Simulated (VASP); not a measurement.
# KTaO3 in VASP: further runs, part 2 of 3

VASP 6.6.1. The steps go on from the part before.

## 3. Electric field gradients, PBE (zz strain of +2 %)

INCAR

```
SYSTEM = KTaO3
PREC = Accurate ; ENCUT = 520
EDIFF = 1E-8 ; ISMEAR = -1
SIGMA = 0.01 ; LREAL = .FALSE.
LASPH = .TRUE. ; NELM = 60
ALGO = Normal ; ISIF = 2
LWAVE = .FALSE. ; LCHARG = .FALSE.
GGA = PE ; LEFG = .TRUE.
NBANDS = 27
```

KPOINTS

```
regular mesh
0
G
  5 5 5
  0 0 0
```

POSCAR

```
KTaO3
1.0
    3.9883000000      0.0000000000      0.0000000000
    0.0000000000      3.9883000000      0.0000000000
    0.0000000000      0.0000000000      4.0680660000
K Ta O
1 1 3
Direct
    0.5000000000      0.5000000000      0.5000000000
    0.0000000000      0.0000000000      0.0000000000
    0.5000000000      0.0000000000      0.0000000000
    0.0000000000      0.5000000000      0.0000000000
    0.0000000000      0.0000000000      0.5000000000
```

Potentials or basis: VASP PAW PBE potentials, release 64 (K_sv, Ta_pv, O).

Command:

```sh
cat potpaw_PBE.64/K_sv/POTCAR potpaw_PBE.64/Ta_pv/POTCAR potpaw_PBE.64/O/POTCAR > POTCAR
mpirun -np 1 vasp_std > vasp.out
```

OUTCAR:

```text
SYSTEM = KTaO3
   PREC = Accurate
   ENCUT = 520
   EDIFF = 1E-8
   ISMEAR = -1
   LREAL = .FALSE.
   LASPH = .TRUE.
   NELM = 60
   ISIF = 2
   GGA = PE

 ion  position               nearest neighbor table
   1  0.500  0.500  0.500-   5 2.82   5 2.82   5 2.82   5 2.82   4 2.85   3 2.85   4 2.85   3 2.85
                             4 2.85   3 2.85   4 2.85   3 2.85   2 3.48   2 3.48   2 3.48   2 3.48
   2  0.000  0.000  0.000-   3 1.99   4 1.99   4 1.99   3 1.99   5 2.03   5 2.03   1 3.48   1 3.48
                             1 3.48   1 3.48   1 3.48   1 3.48   1 3.48   1 3.48
   3  0.500  0.000  0.000-   2 1.99   2 1.99   1 2.85   1 2.85   1 2.85   1 2.85
   4  0.000  0.500  0.000-   2 1.99   2 1.99   1 2.85   1 2.85   1 2.85   1 2.85
   5  0.000  0.000  0.500-   2 2.03   2 2.03   1 2.82   1 2.82   1 2.82   1 2.82

  LATTYP: Found a simple tetragonal cell.
 ALAT       =     3.9883000000
 C/A-ratio  =     1.0200000000

  Lattice vectors:

 A1 = (   3.9883000000,   0.0000000000,   0.0000000000)
 A2 = (   0.0000000000,   3.9883000000,   0.0000000000)
 A3 = (   0.0000000000,   0.0000000000,   4.0680660000)

Analysis of symmetry for initial positions (statically):
=====================================================================
 Subroutine PRICEL returns:
 Original cell was already a primitive cell.

 Routine SETGRP: Setting up the symmetry group for a
 simple tetragonal supercell.

 Subroutine GETGRP returns: Found 16 space group operations
 (whereof 16 operations were pure point group operations)
 out of a pool of 16 trial point group operations.

The static configuration has the point symmetry D_4h.

Analysis of symmetry for dynamics (positions and initial velocities):
=====================================================================
 Subroutine PRICEL returns:
 Original cell was already a primitive cell.

 Routine SETGRP: Setting up the symmetry group for a
 simple tetragonal supercell.

 Subroutine GETGRP returns: Found 16 space group operations
 (whereof 16 operations were pure point group operations)
 out of a pool of 16 trial point group operations.

The dynamic configuration has the point symmetry D_4h.

 Subroutine INISYM returns: Found 16 space group operations
 (whereof 16 operations are pure point group operations),
 and found     1 'primitive' translations

----------------------------------------------------------------------------------------

                                     Primitive cell

  volume of cell :      64.7088

  direct lattice vectors                    reciprocal lattice vectors
     3.988300000  0.000000000  0.000000000     0.250733395  0.000000000  0.000000000
     0.000000000  3.988300000  0.000000000     0.000000000  0.250733395  0.000000000
     0.000000000  0.000000000  4.068066000     0.000000000  0.000000000  0.245817054

  length of vectors
     3.988300000  3.988300000  4.068066000     0.250733395  0.250733395  0.245817054

  position of ions in fractional coordinates (direct lattice)
     0.500000000  0.500000000  0.500000000
     0.000000000  0.000000000  0.000000000
[... 96 lines left out ...]
     AMIX_MAG =   1.60;   BMIX_MAG =  1.00
  volume/ion in A,a.u.               =      12.94        87.34
  Fermi-wavevector in a.u.,A,eV,Ry     =   1.370929  2.590679 25.571403  1.879445
  Thomas-Fermi vector in A             =   2.496671
   LORBIT       =      0    0 simple, 1 ext, 2 COOP (PROOUT), +10 PAW based schemes
   GGA     = PE    functional components
   LHFCALC =     F    Hartree Fock is set to
   AEXX    =    0.0000 exact exchange contribution
   IVDW    =     0    specifies the selected vdW correction
   LEPSILON=     F    determine dielectric tensor
   LRPA    =     F    only Hartree local field effects (RPA)
 non-spin polarized calculation
  energy-cutoff  :      520.00
  volume of cell :       64.71
 maximum number of plane-waves:      1787
 NGX is ok and might be reduce to    30
   NGX = 15   NGY = 15   NGZ = 15

 number of electron      37.9999982 magnetization

 Free energy of the ion-electron system (eV)
  ---------------------------------------------------
  ext. energy  EPLUGINS =         0.00000000
  ---------------------------------------------------
  free energy    TOTEN  =       -41.03981699 eV

  energy without entropy =      -41.03981699  energy(sigma->0) =      -41.03981699

 E-fermi :   1.9173     XC(G=0): -10.7709

 val. band max:        1.5648553310   @ k =   0.4000   0.4000   0.4000
 cond. band min:       3.7874391730   @ k =   0.0000   0.0000   0.0000
 fundamental gap:      2.2225838420
 Fermi energy:         1.9172982715

 k-point     1 :       0.0000    0.0000    0.0000
  band No.  band energies     occupation
      1     -32.5592      2.00000
      2     -32.5592      2.00000
      3     -32.5339      2.00000
      4     -25.6701      2.00000
      5     -15.8378      2.00000
      6     -15.2079      2.00000
[... 529 lines left out ...]
     26      12.8181      0.00000
     27      13.2250      0.00000

------------------------ aborting loop because EDIFF is reached ----------------------------------------

  FORCE on cell =-STRESS in cart. coord.  units (eV):
  Direction    XX          YY          ZZ          XY          YZ          ZX
  --------------------------------------------------------------------------------------
  -------------------------------------------------------------------------------------
  Total        1.7865442      1.7865442     -0.9823541      0.0000000      0.0000000      0.0000000
  in kB       44.2344580     44.2344580    -24.3228799      0.0000000      0.0000000      0.0000000
  external PRESSURE =      21.3820121 kB  Pullay stress =       0.0000000 kB

 VOLUME and BASIS-vectors are now :
 -----------------------------------------------------------------------------
  energy-cutoff  :      520.00
  volume of cell :       64.71
      direct lattice vectors                 reciprocal lattice vectors
     3.988300000  0.000000000  0.000000000     0.250733395  0.000000000  0.000000000
     0.000000000  3.988300000  0.000000000     0.000000000  0.250733395  0.000000000
     0.000000000  0.000000000  4.068066000     0.000000000  0.000000000  0.245817054

 POSITION                                       TOTAL-FORCE (eV/Angst)
 -----------------------------------------------------------------------------------
      1.99415      1.99415      2.03403         0.000000      0.000000      0.000000
      0.00000      0.00000      0.00000         0.000000      0.000000      0.000000
      1.99415      0.00000      0.00000         0.000000      0.000000      0.000000
      0.00000      1.99415      0.00000         0.000000      0.000000      0.000000
      0.00000      0.00000      2.03403         0.000000      0.000000      0.000000
 -----------------------------------------------------------------------------------
    total drift:                                0.000000     -0.000000      0.000000

  FREE ENERGIE OF THE ION-ELECTRON SYSTEM (eV)
  ---------------------------------------------------
  free  energy   TOTEN  =       -41.0398169907 eV

  energy  without entropy=      -41.0398169907  energy(sigma->0) =      -41.03981699

 Electric field gradients (V/A^2)
---------------------------------------------------------------------
 ion       V_xx      V_yy      V_zz      V_xy      V_xz      V_yz
---------------------------------------------------------------------
   1      -1.064    -1.064     2.129    -0.000     0.000     0.000
   2     -50.840   -50.840   101.679    -0.000    -0.000    -0.000
   3      18.731   -12.008    -6.722    -0.000     0.000     0.000
   4     -12.008    18.731    -6.722     0.000    -0.000     0.000
   5     -15.262   -15.262    30.524    -0.000     0.000    -0.000
---------------------------------------------------------------------

 Electric field gradients after diagonalization (V/A^2)
 (convention: |V_zz| > |V_xx| > |V_yy|)
----------------------------------------------------------------------
 ion       V_xx      V_yy      V_zz     asymmetry (V_yy - V_xx)/ V_zz
----------------------------------------------------------------------
   1      -1.064    -1.064     2.129       0.000
   2     -50.840   -50.840   101.679       0.000
   3     -12.008    -6.722    18.731       0.282
   4     -12.008    -6.722    18.731       0.282
   5     -15.262   -15.262    30.524       0.000
----------------------------------------------------------------------

           NMR quadrupolar parameters

 Cq : quadrupolar parameter    Cq=e*Q*V_zz/h
 eta: asymmetry parameters     (V_yy - V_xx)/ V_zz
 Q  : nuclear electric quadrupole moment in mb (millibarn)
----------------------------------------------------------------------
 ion       Cq(MHz)       eta       Q (mb)
----------------------------------------------------------------------
   1       0.005       0.000       1.000
   2       0.246       0.000       1.000
   3       0.045       0.282       1.000
   4       0.045       0.282       1.000
   5       0.074       0.000       1.000
----------------------------------------------------------------------
```

It took 79 s on 1 thread of AMD EPYC 7R13 (Zen 3), shared host; peak memory 0.15 GiB.

Results:

| Property | Result |
| --- | --- |
| Free energy | -41.0398 eV |
| Pressure | 2.1 GPa |
| Band gap on the k mesh | 2.22 eV, indirect (least direct gap 2.73 eV) |

Levels at points of the mesh, in eV from the valence-band top:
| k point | band 15 | band 16 | band 17 | band 18 | band 19 | band 20 | band 21 | band 22 | band 23 | band 24 |
| --- | --- | --- | --- | --- | --- | --- | --- | --- | --- | --- |
| (0.00, 0.00, 0.00) | -0.89 | -0.89 | -0.54 | -0.51 | -0.51 | 2.22 | 2.22 | 2.25 | 6.33 | 6.72 |

Electric field gradients, principal values (V/Å²):
```
atom    least   middle  greatest (by size)
 1 K   -1.064   -1.064               2.129
2 Ta  -50.840  -50.840             101.679
 3 O   -6.722  -12.008              18.731
 4 O   -6.722  -12.008              18.731
 5 O  -15.262  -15.262              30.524
```

Caveat: the cell differs from its parent crystal (zz strain of +2 %); without QUAD_EFG the Cq values of the log hold for a quadrupole moment of 1 mb, not for the nuclei; spin-orbit coupling is left out, which moves the levels of the heavy elements.

## 4. Electric field gradients, PBE (volume scaled by 0.94)

INCAR

```
PREC = Accurate
ENCUT = 520
EDIFF = 1E-8
ISMEAR = -1
SIGMA = 0.01
LREAL = False
LASPH = True
NELM = 80
ALGO = Normal
ISIF = 2
LWAVE = False
LCHARG = False
GGA = PE
LEFG = True
NBANDS = 27
```

KPOINTS

```
regular mesh
0
Gamma
  5 5 5
```

Changes to POSCAR since step 3:

```diff
@@ -2,5 +2,5 @@
 1.0
-    3.9883000000      0.0000000000      0.0000000000
-    0.0000000000      3.9883000000      0.0000000000
-    0.0000000000      0.0000000000      4.0680660000
+    3.9068832774      0.0000000000      0.0000000000
+    0.0000000000      3.9068832774      0.0000000000
+    0.0000000000      0.0000000000      3.9068832774
 K Ta O
```

Potentials or basis: VASP PAW PBE potentials, release 64 (K_sv, Ta_pv, O).

Command:

```sh
cat potpaw_PBE.64/K_sv/POTCAR potpaw_PBE.64/Ta_pv/POTCAR potpaw_PBE.64/O/POTCAR > POTCAR
mpirun -np 1 vasp_std > vasp.out
```

OUTCAR:

```text
PREC = Accurate
   ENCUT = 520
   EDIFF = 1E-8
   ISMEAR = -1
   LREAL = False
   LASPH = True
   NELM = 80
   ISIF = 2
   GGA = PE

 ion  position               nearest neighbor table
   1  0.500  0.500  0.500-   3 2.76   4 2.76   5 2.76   3 2.76   4 2.76   3 2.76   5 2.76   3 2.76
                             4 2.76   5 2.76   4 2.76   5 2.76   2 3.38   2 3.38   2 3.38   2 3.38
   2  0.000  0.000  0.000-   3 1.95   4 1.95   5 1.95   5 1.95   4 1.95   3 1.95   1 3.38   1 3.38
                             1 3.38   1 3.38   1 3.38   1 3.38   1 3.38   1 3.38
   3  0.500  0.000  0.000-   2 1.95   2 1.95   1 2.76   1 2.76   1 2.76   1 2.76
   4  0.000  0.500  0.000-   2 1.95   2 1.95   1 2.76   1 2.76   1 2.76   1 2.76
   5  0.000  0.000  0.500-   2 1.95   2 1.95   1 2.76   1 2.76   1 2.76   1 2.76

  LATTYP: Found a simple cubic cell.
 ALAT       =     3.9068832774

  Lattice vectors:

 A1 = (   3.9068832774,   0.0000000000,   0.0000000000)
 A2 = (   0.0000000000,   3.9068832774,   0.0000000000)
 A3 = (   0.0000000000,   0.0000000000,   3.9068832774)

Analysis of symmetry for initial positions (statically):
=====================================================================
 Subroutine PRICEL returns:
 Original cell was already a primitive cell.

[... 493 lines left out ...]
 -----------------------------------------------------------------------------------
    total drift:                                0.000000     -0.000000      0.000000

  FREE ENERGIE OF THE ION-ELECTRON SYSTEM (eV)
  ---------------------------------------------------
  free  energy   TOTEN  =       -40.7037992441 eV

  energy  without entropy=      -40.7037992441  energy(sigma->0) =      -40.70379924

 Electric field gradients (V/A^2)
---------------------------------------------------------------------
 ion       V_xx      V_yy      V_zz      V_xy      V_xz      V_yz
---------------------------------------------------------------------
   1       0.000    -0.000     0.000     0.000     0.000     0.000
   2       0.000     0.000    -0.000     0.000     0.000    -0.000
   3      10.309    -5.154    -5.154     0.000     0.000     0.000
   4      -5.154    10.309    -5.154    -0.000     0.000     0.000
   5      -5.154    -5.154    10.309    -0.000     0.000    -0.000
---------------------------------------------------------------------

 Electric field gradients after diagonalization (V/A^2)
 (convention: |V_zz| > |V_xx| > |V_yy|)
----------------------------------------------------------------------
 ion       V_xx      V_yy      V_zz     asymmetry (V_yy - V_xx)/ V_zz
----------------------------------------------------------------------
   1       0.000    -0.000     0.000      -0.420
   2      -0.000     0.000     0.000       1.033
   3      -5.154    -5.154    10.309       0.000
   4      -5.154    -5.154    10.309       0.000
   5      -5.154    -5.154    10.309       0.000
----------------------------------------------------------------------

           NMR quadrupolar parameters

 Cq : quadrupolar parameter    Cq=e*Q*V_zz/h
 eta: asymmetry parameters     (V_yy - V_xx)/ V_zz
 Q  : nuclear electric quadrupole moment in mb (millibarn)
----------------------------------------------------------------------
 ion       Cq(MHz)       eta       Q (mb)
----------------------------------------------------------------------
   1       0.000      -0.420       1.000
   2       0.000       1.033       1.000
   3       0.025       0.000       1.000
   4       0.025       0.000       1.000
   5       0.025       0.000       1.000
----------------------------------------------------------------------
```

It took 29 s on 1 thread of Intel Xeon Platinum 8259CL at 2.50GHz (Skylake/Cascade Lake), shared host; peak memory 0.17 GiB.

Results:

- Free energy: -40.7038 eV
- Pressure: 21.4 GPa
- Band gap on the k mesh: 2.43 eV, indirect (least direct gap 2.89 eV)

Electric field gradients, principal values (V/Å²):
```
atom   least  middle  greatest (by size)
 1 K   0.000   0.000               0.000
2 Ta   0.000   0.000               0.000
 3 O  -5.154  -5.154              10.309
 4 O  -5.154  -5.154              10.309
 5 O  -5.154  -5.154              10.309
```

Caveat: without QUAD_EFG the Cq values of the log hold for a quadrupole moment of 1 mb, not for the nuclei; spin-orbit coupling is left out, which moves the levels of the heavy elements. A k mesh can miss the band edges.

[end of part 2 of 3]
